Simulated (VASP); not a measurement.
## Rh: single point with PBE

Crystal: Rh.

```
CELL_PARAMETERS angstrom
2.44962 0.00000 0.00000
0.00000 2.44962 0.00000
0.00000 0.00000 2.44962
ATOMIC_POSITIONS crystal
Rh 0.00000 0.00000 0.00000
```

This cell differs from its parent crystal: volume scaled by 0.9, partial waves polarizable.

```
Program             : VASP 6.6.1
Task                : single point
Functional          : PBE
Potentials or basis : VASP PAW PBE potentials, release 64 (Rh_pv)
Cutoff              : 520 eV
k mesh              : 15 × 15 × 15
Occupations         : fermi-dirac, width 0.1 eV
Spin                : no spin polarisation
```

| Quantity | Value |
| --- | --- |
| Pressure | 25.2 GPa |

Levels at points of the mesh, in eV from the Fermi level:
```csv
k point,band 4,band 5,band 6,band 7,band 8,band 9,band 10,band 11,band 12,band 13
"(0.00, 0.00, 0.00)",-7.43,-5.88,-5.88,0.90,0.90,0.90,17.57,17.57,17.57,20.96
```

Run time: 22 s on 1 thread of AMD EPYC 7R43 64-Core Processor (Zen 3) (shared host), peak memory 0.1 GiB.
